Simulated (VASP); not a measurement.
# Ir in VASP: notebook

The runs below take Ir through single point, with PBEsol.

Everything below comes from runs of VASP 6.6.1. Logs are shortened: lines on timing, memory, paths and dates and some standing lists are left out, and cuts for length are marked.

## (1) The cell of the first run

The cell holds a slab with vacuum, 6 atoms: a = 2.709 Å, b = 2.709 Å, c = 27.060 Å, α = 90.00°, β = 90.00°, γ = 120.00°.

## (2) Single point, PBEsol

INCAR reads:

```
PREC = Accurate
ENCUT = 520
EDIFF = 1E-7
ISMEAR = -1
SIGMA = 0.08
LREAL = F
LASPH = T
NELM = 60
ALGO = Normal
ISIF = 2
LWAVE = F
LCHARG = F
LDIPOL = T
IDIPOL = 3
DIPOL = 0.5 0.5 0.500
GGA = PS
NBANDS = 36
```

KPOINTS reads:

```
Automatic mesh
0
Gamma
  14 14 1
```

POSCAR reads:

```
Ir
1.0
    2.7091695293      0.0000000000      0.0000000000
   -1.3545847646      2.3462096355      0.0000000000
    0.0000000000      0.0000000000     27.0601000000
Ir
6
Direct
    0.1666666665      0.3333333335      0.2956375199
    0.5000000005      0.9999999995      0.3773825118
    0.8333333335      0.6666666665      0.4591275037
    0.1666666665      0.3333333335      0.5408724956
    0.5000000005      0.9999999995      0.6226174882
    0.8333333335      0.6666666665      0.7043624801
```

Potentials or basis: VASP PAW PBE potentials, release 64 (Ir).

Started as:

```
cat potpaw_PBE.64/Ir/POTCAR > POTCAR
mpirun -np 1 vasp_std > vasp.out
```

OUTCAR:

```text
PREC = Accurate
   ENCUT = 520
   EDIFF = 1E-7
   ISMEAR = -1
   LREAL = F
   LASPH = T
   NELM = 60
   ISIF = 2
   GGA = PS

 ion  position               nearest neighbor table
   1  0.167  0.333  0.296-   2 2.71   2 2.71   2 2.71
   2  0.500  1.000  0.377-   1 2.71   3 2.71   1 2.71   3 2.71   3 2.71   1 2.71
   3  0.833  0.667  0.459-   4 2.71   2 2.71   4 2.71   2 2.71   4 2.71   2 2.71
   4  0.167  0.333  0.541-   3 2.71   3 2.71   3 2.71   5 2.71   5 2.71   5 2.71
   5  0.500  1.000  0.623-   6 2.71   6 2.71   6 2.71   4 2.71   4 2.71   4 2.71
   6  0.833  0.667  0.704-   5 2.71   5 2.71   5 2.71

  LATTYP: Found a hexagonal cell.
 ALAT       =     2.7091695293
 C/A-ratio  =     9.9883376464

  Lattice vectors:

 A1 = (   2.7091695293,   0.0000000000,   0.0000000000)
 A2 = (  -1.3545847646,   2.3462096355,   0.0000000000)
 A3 = (   0.0000000000,   0.0000000000,  27.0601000000)

Analysis of symmetry for initial positions (statically):
=====================================================================
 Subroutine PRICEL returns:
 Original cell was already a primitive cell.

 Routine SETGRP: Setting up the symmetry group for a
 hexagonal supercell.

 Subroutine GETGRP returns: Found 12 space group operations
 (whereof  4 operations were pure point group operations)
 out of a pool of 24 trial point group operations.

The static configuration has the point symmetry C_2h.
 The point group associated with its full space group is D_3d.

Analysis of symmetry for dynamics (positions and initial velocities):
=====================================================================
 Subroutine PRICEL returns:
 Original cell was already a primitive cell.

 Routine SETGRP: Setting up the symmetry group for a
 hexagonal supercell.

 Subroutine GETGRP returns: Found 12 space group operations
 (whereof  4 operations were pure point group operations)
 out of a pool of 24 trial point group operations.

The dynamic configuration has the point symmetry C_2h.
 The point group associated with its full space group is D_3d.

 Subroutine INISYM returns: Found 12 space group operations
 (whereof  4 operations are pure point group operations),
 and found     1 'primitive' translations

----------------------------------------------------------------------------------------

                                     Primitive cell

  volume of cell :     172.0016

  direct lattice vectors                    reciprocal lattice vectors
     2.709169529  0.000000000  0.000000000     0.369116805  0.213109687  0.000000000
    -1.354584765  2.346209636  0.000000000     0.000000000  0.426219373  0.000000000
     0.000000000  0.000000000 27.060100000     0.000000000  0.000000000  0.036954778

  length of vectors
     2.709169529  2.709169529 27.060100000     0.426219373  0.426219373  0.036954778

  position of ions in fractional coordinates (direct lattice)
     0.166666666  0.333333334  0.295637520
     0.500000001  0.999999999  0.377382512
     0.833333334  0.666666666  0.459127504
     0.166666666  0.333333334  0.540872496
     0.500000001  0.999999999  0.622617488
     0.833333334  0.666666666  0.704362480

  ion indices of the primitive-cell ions
   primitive index   ion index
                 1           1
                 2           2
                 3           3
                 4           4
                 5           5
                 6           6

----------------------------------------------------------------------------------------

 KPOINTS: Automatic mesh

Automatic generation of k-mesh.
 Grid dimensions read from file:
 generate k-points for:   14   14    1

 Generating k-lattice:

  Cartesian coordinates                     Fractional coordinates (reciprocal lattice)
     0.026365486  0.015222120  0.000000000     0.071428571  0.000000000  0.000000000
     0.000000000  0.030444241  0.000000000     0.000000000  0.071428571  0.000000000
     0.000000000  0.000000000  0.036954778     0.000000000  0.000000000  1.000000000

  Length of vectors
     0.030444241  0.030444241  0.036954778

  Shift w.r.t. Gamma in fractional coordinates (k-lattice)
     0.000000000  0.000000000  0.000000000

 Subroutine IBZKPT returns following result:
 ===========================================

 Found     24 irreducible k-points:

 Following reciprocal coordinates:
            Coordinates               Weight
  0.000000  0.000000  0.000000      1.000000
  0.071429 -0.000000  0.000000      6.000000
  0.142857 -0.000000  0.000000      6.000000
  0.214286  0.000000  0.000000      6.000000
  0.285714 -0.000000  0.000000      6.000000
  0.357143 -0.000000  0.000000      6.000000
[... 16 lines left out ...]
  0.285714  0.285714  0.000000      6.000000
  0.357143  0.285714  0.000000      6.000000
   k-points           NKPTS =     24   k-points in BZ     NKDIM =     24   number of bands    NBANDS=     36
   number of dos      NEDOS =    301   number of ions     NIONS =      6
   total plane-waves  NPLWV =  84000
   dimension x,y,z NGX =    20 NGY =   20 NGZ =  210
   dimension x,y,z NGXF=    40 NGYF=   40 NGZF=  420
   ions per type =               6
   NGX,Y,Z   is equivalent  to a cutoff of  12.27, 12.27, 12.90 a.u.
   NGXF,Y,Z  is equivalent  to a cutoff of  24.55, 24.55, 25.80 a.u.
 SYSTEM =  unknown system
   PREC   = accura    normal or accurate (medium, high low for compatibility)
   ISTART =      0    job   : 0-new  1-cont  2-samecut
   ICHARG =      2    charge: 1-file 2-atom 10-const
   ISPIN  =      1    spin polarized calculation?
   LNONCOLLINEAR =      F non collinear calculations
   LSORBIT =      F    spin-orbit coupling
   LASPH  =      T    aspherical Exc in radial PAW
   ENCUT  =  520.0 eV  38.22 Ry    6.18 a.u.   5.04  5.04 50.31*2*pi/ulx,y,z
   NELM   =     60;   NELMIN=  2; NELMDL= -5     # of ELM steps
   EDIFF  = 0.1E-06   stopping-criterion for ELM
   LREAL  =      F    real-space projection
   EDIFFG = 0.1E-05   stopping-criterion for IOM
   NSW    =      0    number of steps for IOM
   IBRION =     -1    ionic relax: 0-MD 1-quasi-New 2-CG
   NFREE  =      0    steps in history (QN), initial steepest desc. (CG)
   ISIF   =      2    stress and relaxation
   ISYM   =      2    0-nonsym 1-usesym 2-fastsym
   POTIM  = 0.5000    time-step for ionic-motion
   TEBEG  =    0.0;   TEEND  =   0.0 temperature during run
   PSTRESS=    0.0 pullay stress
   NELECT =      54.0000    total number of electrons
   NUPDOWN=      -1.0000    fix difference up-down
   EMIN   =  10.00;   EMAX   =-10.00  energy-range for DOS
   EFERMI =   0.00;   METHOD = LEGACY
   ISMEAR =    -1;   SIGMA  =   0.08  broadening in eV -4-tet -1-fermi 0-gaus
   EFERMI_NEDOS =   21; number of points for ismear=-14 and -15
   IALGO  =     38    algorithm
   IMIX   =      4    mixing-type and parameters
     AMIX     =   0.40;   BMIX     =  1.00
     AMIX_MAG =   1.60;   BMIX_MAG =  1.00
  volume/ion in A,a.u.               =      28.67       193.45
  Fermi-wavevector in a.u.,A,eV,Ry     =   1.112659  2.102620 16.844139  1.238009
  Thomas-Fermi vector in A             =   2.249235
   LORBIT       =      0    0 simple, 1 ext, 2 COOP (PROOUT), +10 PAW based schemes
   GGA     = PS    functional components
   LHFCALC =     F    Hartree Fock is set to
   AEXX    =    0.0000 exact exchange contribution
   IVDW    =     0    specifies the selected vdW correction
   LEPSILON=     F    determine dielectric tensor
   LRPA    =     F    only Hartree local field effects (RPA)
 non-spin polarized calculation
  energy-cutoff  :      520.00
  volume of cell :      172.00
 maximum number of plane-waves:      4677
   NGX = 11   NGY = 11   NGZ =101

 number of electron      54.0000000 magnetization

 dipolmoment           0.000000      0.000000      0.000000 electrons x Angstroem

 Free energy of the ion-electron system (eV)
  ---------------------------------------------------
  ext. energy  EPLUGINS =         0.00000000
  ---------------------------------------------------
  free energy    TOTEN  =       -56.83271506 eV

  energy without entropy =      -56.69077043  energy(sigma->0) =      -56.76174274

 E-fermi :   2.1471     XC(G=0):  -7.6620

 val. band max:        2.1089122541   @ k =   0.2143   0.1429   0.0000
 cond. band min:       2.1519479112   @ k =   0.2857  -0.0000   0.0000
 fundamental gap:      0.0430356571
 Fermi energy:         2.1471471644

 k-point     1 :       0.0000    0.0000    0.0000
  band No.  band energies     occupation
      1      -8.7715      2.00000
      2      -7.9565      2.00000
      3      -6.9090      2.00000
      4      -6.1409      2.00000
      5      -5.7225      2.00000
      6      -5.6793      2.00000
[... 28 lines left out ...]
     35       2.6352      0.00447
     36       3.0080      0.00004

 k-point     2 :       0.0714   -0.0000    0.0000
  band No.  band energies     occupation
      1      -8.5713      2.00000
      2      -7.7620      2.00000
      3      -6.7146      2.00000
      4      -5.9431      2.00000
      5      -5.5249      2.00000
      6      -5.4803      2.00000
[... 28 lines left out ...]
     35       3.0255      0.00003
     36       3.4096      0.00000

 k-point     3 :       0.1429   -0.0000    0.0000
  band No.  band energies     occupation
      1      -8.0018      2.00000
      2      -7.2187      2.00000
      3      -6.1864      2.00000
      4      -5.4109      2.00000
      5      -4.9911      2.00000
      6      -4.9413      2.00000
[... 28 lines left out ...]
     35       3.2355      0.00000
     36       4.5247      0.00000
[... 742 lines left out ...]
 k-point    23 :       0.2857    0.2857    0.0000
  band No.  band energies     occupation
      1      -4.4537      2.00000
      2      -4.4389      2.00000
      3      -4.0920      2.00000
      4      -3.8651      2.00000
      5      -3.8129      2.00000
      6      -3.4061      2.00000
[... 28 lines left out ...]
     35       8.6286      0.00000
     36       8.7045      0.00000

 k-point    24 :       0.3571    0.2857    0.0000
  band No.  band energies     occupation
      1      -4.4216      2.00000
      2      -4.1873      2.00000
      3      -4.0156      2.00000
      4      -3.8569      2.00000
      5      -3.5995      2.00000
      6      -3.5337      2.00000
[... 28 lines left out ...]
     35       8.3252      0.00000
     36       8.8161      0.00000

------------------------ aborting loop because EDIFF is reached ----------------------------------------

 vacuum level on the upper side and lower side of the slab       (xc-potential included)        -0.158        -0.158

  FORCE on cell =-STRESS in cart. coord.  units (eV):
  Direction    XX          YY          ZZ          XY          YZ          ZX
  --------------------------------------------------------------------------------------
  -------------------------------------------------------------------------------------
  Total       -4.6322548     -4.6322548     -2.3018597     -0.0000000     -0.0000000     -0.0000000
  in kB      -43.1489893    -43.1489893    -21.4415927     -0.0000000     -0.0000000     -0.0000000
  external PRESSURE =     -35.9131904 kB  Pullay stress =       0.0000000 kB

 VOLUME and BASIS-vectors are now :
 -----------------------------------------------------------------------------
  energy-cutoff  :      520.00
  volume of cell :      172.00
      direct lattice vectors                 reciprocal lattice vectors
     2.709169529  0.000000000  0.000000000     0.369116805  0.213109687  0.000000000
    -1.354584765  2.346209636  0.000000000     0.000000000  0.426219373  0.000000000
     0.000000000  0.000000000 27.060100000     0.000000000  0.000000000  0.036954778

 POSITION                                       TOTAL-FORCE (eV/Angst)
 -----------------------------------------------------------------------------------
     -0.00000      0.78207      7.99998         0.000000     -0.000000      0.439586
      0.00000      2.34621     10.21201         0.000000     -0.000000     -0.326893
      1.35458      1.56414     12.42404         0.000000     -0.000000     -0.196335
     -0.00000      0.78207     14.63606        -0.000000     -0.000000      0.196335
      0.00000      2.34621     16.84809        -0.000000      0.000000      0.326893
      1.35458      1.56414     19.06012        -0.000000      0.000000     -0.439586
 -----------------------------------------------------------------------------------
    total drift:                               -0.000000      0.000000      0.000015

  FREE ENERGIE OF THE ION-ELECTRON SYSTEM (eV)
  ---------------------------------------------------
  free  energy   TOTEN  =       -56.8327150587 eV

  energy  without entropy=      -56.6907704309  energy(sigma->0) =      -56.76174274

 vacuum level on the upper side and lower side of the slab         7.666         7.666
```

Run time: 9.9 min. Hardware: 1 thread of Intel Xeon 8259CL, shared host; peak memory 0.34 GiB.

Results:

```yaml
Free_energy: -56.8327 eV
Largest_force: 0.440 eV/Å
Band_gap_on_the_k_mesh: zero (bands 27 and 28 overlap by 2.22 eV)
```

Forces in eV/Å, atoms in the order of the input:
```
Ir   0.000  0.000  0.440
Ir   0.000  0.000 -0.327
Ir   0.000  0.000 -0.196
Ir   0.000  0.000  0.196
Ir   0.000  0.000  0.327
Ir   0.000  0.000 -0.440
```

Levels at points of the mesh, in eV from the Fermi level:
| k point | band 24 | band 25 | band 26 | band 27 | band 28 | band 29 |
| --- | --- | --- | --- | --- | --- | --- |
| (0.00, 0.00, 0.00) | -1.22 | -1.22 | -1.16 | -1.16 | -0.82 | -0.82 |
| (0.50, 0.00, 0.00) | 0.79 | 0.98 | 1.06 | 1.06 | 1.18 | 1.37 |

Caveat: the PAW data sets were made with another functional, which shifts forces and pressure a little; spin-orbit coupling is left out, which moves the levels of the heavy elements.

## (3) Single point, PBEsol

INCAR reads:

```
PREC     = Accurate       # precision mode
ENCUT    = 520            # plane-wave cutoff, eV
EDIFF    = 1E-6           # SCF threshold, eV
ISMEAR   = -1             # smearing method
SIGMA    = 0.08           # smearing width, eV
LREAL    = F              # projectors in reciprocal space
LASPH    = T              # aspherical terms in the spheres
NELM     = 60             # most SCF steps
ALGO     = Normal         # electronic algorithm
ISIF     = 2              # what is computed and relaxed
LWAVE    = F              # write WAVECAR
LCHARG   = T              # write CHGCAR
LDIPOL   = T            
IDIPOL   = 3            
DIPOL    = 0.5 0.5 0.500
GGA      = PS             # functional
LELF     = T              # ELF
LVHAR    = T            
LVACPOTAV= T            
NBANDS   = 36             # bands
```

KPOINTS reads:

```
regular mesh
0
Gamma
  14 14 1
```

POSCAR reads:

```
Ir
1.0
    2.7091695293      0.0000000000      0.0000000000
   -1.3545847646      2.3462096355      0.0000000000
    0.0000000000      0.0000000000     27.0601000000
Ir
6
Direct
    0.1666666667      0.3333333333      0.2975314506
    0.5000000000      1.0000000000      0.3775878029
    0.8333333333      0.6666666667      0.4590008068
    0.1666666667      0.3333333333      0.5409991932
    0.5000000000      1.0000000000      0.6224121964
    0.8333333333      0.6666666667      0.7024685495
```

Potentials or basis: VASP PAW PBE potentials, release 64 (Ir).

Started as:

```
cat potpaw_PBE.64/Ir/POTCAR > POTCAR
mpirun -np 1 vasp_std > vasp.out
```

OUTCAR:

```text
PREC = Accurate
   ENCUT = 520
   EDIFF = 1E-6
   ISMEAR = -1
   LREAL = F
   LASPH = T
   NELM = 60
   ISIF = 2
   GGA = PS

 ion  position               nearest neighbor table
   1  0.167  0.333  0.298-   2 2.67   2 2.67   2 2.67
   2  0.500  0.000  0.378-   1 2.67   1 2.67   1 2.67   3 2.70   3 2.70   3 2.70
   3  0.833  0.667  0.459-   2 2.70   2 2.70   2 2.70   4 2.71   4 2.71   4 2.71
   4  0.167  0.333  0.541-   5 2.70   5 2.70   5 2.70   3 2.71   3 2.71   3 2.71
   5  0.500  0.000  0.622-   6 2.67   6 2.67   6 2.67   4 2.70   4 2.70   4 2.70
   6  0.833  0.667  0.702-   5 2.67   5 2.67   5 2.67

  LATTYP: Found a hexagonal cell.
 ALAT       =     2.7091695293
 C/A-ratio  =     9.9883376464

  Lattice vectors:

 A1 = (   2.7091695293,   0.0000000000,   0.0000000000)
 A2 = (  -1.3545847646,   2.3462096355,   0.0000000000)
 A3 = (   0.0000000000,   0.0000000000,  27.0601000000)

Analysis of symmetry for initial positions (statically):
=====================================================================
 Subroutine PRICEL returns:
 Original cell was already a primitive cell.

 Routine SETGRP: Setting up the symmetry group for a
 hexagonal supercell.
[... 183 lines left out ...]

 k-point     1 :       0.0000    0.0000    0.0000
  band No.  band energies     occupation
      1      -8.7971      2.00000
      2      -8.0433      2.00000
      3      -6.9540      2.00000
      4      -6.1326      2.00000
      5      -5.7866      2.00000
      6      -5.7455      2.00000
[... 925 lines left out ...]
     35       8.3470      0.00000
     36       8.8376      0.00000

------------------------ aborting loop because EDIFF is reached ----------------------------------------

  FORCE on cell =-STRESS in cart. coord.  units (eV):
  Direction    XX          YY          ZZ          XY          YZ          ZX
  --------------------------------------------------------------------------------------
  -------------------------------------------------------------------------------------
  Total       -3.6636146     -3.6636146      0.4894742     -0.0000000      0.0000000     -0.0000000
  in kB      -34.1262028    -34.1262028      4.5594031     -0.0000000      0.0000000     -0.0000000
  external PRESSURE =     -21.2310008 kB  Pullay stress =       0.0000000 kB

 VOLUME and BASIS-vectors are now :
 -----------------------------------------------------------------------------
  energy-cutoff  :      520.00
  volume of cell :      172.00
      direct lattice vectors                 reciprocal lattice vectors
     2.709169529  0.000000000  0.000000000     0.369116805  0.213109687  0.000000000
    -1.354584765  2.346209636  0.000000000     0.000000000  0.426219373  0.000000000
     0.000000000  0.000000000 27.060100000     0.000000000  0.000000000  0.036954778

 POSITION                                       TOTAL-FORCE (eV/Angst)
 -----------------------------------------------------------------------------------
      0.00000      0.78207      8.05123        -0.000000      0.000000     -0.054087
      1.35458      0.00000     10.21756        -0.000000      0.000000      0.009160
      1.35458      1.56414     12.42061        -0.000000      0.000000      0.001344
      0.00000      0.78207     14.63949        -0.000000     -0.000000     -0.001344
      1.35458      0.00000     16.84254         0.000000      0.000000     -0.009160
      1.35458      1.56414     19.00887        -0.000000     -0.000000      0.054087
 -----------------------------------------------------------------------------------
    total drift:                                0.000000     -0.000000      0.000017

  FREE ENERGIE OF THE ION-ELECTRON SYSTEM (eV)
  ---------------------------------------------------
  free  energy   TOTEN  =       -56.8520986582 eV

  energy  without entropy=      -56.7117991867  energy(sigma->0) =      -56.78194892

 vacuum level on the upper side and lower side of the slab         7.792         7.792
```

OSZICAR:

```text
N       E                     dE             d eps       ncg     rms          rms(c)
DAV:   1     0.569102801731E+03    0.56910E+03   -0.23011E+04  1728   0.136E+03
DAV:   2    -0.150717983429E+02   -0.58417E+03   -0.54027E+03  1728   0.417E+02
DAV:   3    -0.583716067956E+02   -0.43300E+02   -0.40167E+02  2192   0.113E+02
[... 18 lines left out ...]
DAV:  22    -0.568520876393E+02    0.67900E-05   -0.27700E-05  2436   0.389E-02    0.324E-03
DAV:  23    -0.568520912037E+02   -0.35643E-05   -0.72095E-06  1860   0.168E-02    0.132E-02
DAV:  24    -0.568520946945E+02   -0.34909E-05   -0.13065E-06  1072   0.116E-02    0.111E-02
DAV:  25    -0.568520965306E+02   -0.18361E-05   -0.21886E-06  1136   0.122E-02    0.286E-03
DAV:  26    -0.568520983125E+02   -0.17819E-05   -0.55961E-07  1076   0.640E-03    0.159E-03
DAV:  27    -0.568520986582E+02   -0.34566E-06   -0.16770E-07   900   0.263E-03
   1 F= -.56852099E+02 E0= -.56781949E+02  d E =-.140299E+00
```

Run time: 8.5 min. Hardware: 1 thread of Intel Xeon 8259CL, shared host; peak memory 0.34 GiB.

What came out:

```yaml
Free_energy: -56.8521 eV
Largest_force: 0.054 eV/Å
Band_gap_on_the_k_mesh: zero (bands 27 and 28 overlap by 2.28 eV)
```

Forces in eV/Å, atoms in the order of the input:
```
Ir   0.000  0.000 -0.054
Ir   0.000  0.000  0.009
Ir   0.000  0.000  0.001
Ir   0.000  0.000 -0.001
Ir   0.000  0.000 -0.009
Ir   0.000  0.000  0.054
```

Caveat: the PAW data sets were made with another functional, which shifts forces and pressure a little; spin-orbit coupling is left out, which moves the levels of the heavy elements.

(Continued in part 2 of 2.)

The gap in the log of VASP goes by the Fermi energy; the results here count the filled bands.